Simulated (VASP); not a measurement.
Crystal: CoO.

```xyz
2
Lattice="1.5453 0.8922 2.2985 -1.5453 0.8922 2.2985 0.0000 -1.7844 2.2985" Properties=species:S:1:pos:R:3 pbc="T T T"
Co    0.0000    0.0000    0.0000
O     0.0000    0.0000    3.4477
```

```yaml
Program: VASP 6.6.1
Task: relaxation of cell and atoms
Functional: PBE
Dispersion: D3(BJ)
Potentials_or_basis: VASP PAW PBE potentials, release 64 (Co, O)
Cutoff: 600 eV
k_mesh: 18 × 18 × 18
Occupations: gaussian, width 0.1 eV
Spin: collinear spin, ferromagnetic start
Starting_moments: "[2.7, 0.34] μB"
```

At the start: pressure -1.6 GPa; volume 9.51 Å³/atom.

Task: How do energy, volume and symmetry change on relaxing?

Result: Over 10 steps the energy falls by 4.1 meV/atom and the volume is 9.22 Å³/atom (-3.1 %); space group R-3m (No. 166, to 0.1 Å) before and after; moment 2.74 μB per cell.

Step by step:
| step | energy change (eV) | largest force (eV/Å) | pressure (GPa) | volume (Å³) |
| --- | --- | --- | --- | --- |
| 1 | 0.0000 | 0.0000 | -1.57 | 19.01 |
| 2 | -0.0052 | 0.0000 | -2.61 | 18.76 |
| 3 | -0.0011 | 0.0000 | 4.42 | 18.01 |
| 4 | -0.0076 | 0.0000 | -0.11 | 18.48 |
| 5 | -0.0076 | 0.0000 | 0.00 | 18.47 |
| 6 | -0.0078 | 0.0000 | 0.24 | 18.43 |
| 7 | -0.0079 | 0.0000 | 0.64 | 18.38 |
| 8 | -0.0080 | 0.0000 | 0.50 | 18.39 |
| 9 | -0.0081 | 0.0000 | 0.11 | 18.42 |
| 10 | -0.0081 | 0.0000 | 0.00 | 18.43 |

Final structure:
```cif
data_structure
_symmetry_space_group_name_H-M 'P 1'
_symmetry_Int_Tables_number 1
_cell_length_a 2.8696
_cell_length_b 2.8696
_cell_length_c 2.8696
_cell_angle_alpha 64.704
_cell_angle_beta 64.704
_cell_angle_gamma 64.704
_cell_volume 18.43
loop_
_atom_site_label
_atom_site_type_symbol
_atom_site_fract_x
_atom_site_fract_y
_atom_site_fract_z
_atom_site_occupancy
Co1 Co 0.00000 0.00000 0.00000 1
O1 O 0.50000 0.50000 0.50000 1
```

Caveat: a cell with one magnetic atom can't hold antiferromagnetic order, which such compounds often take.
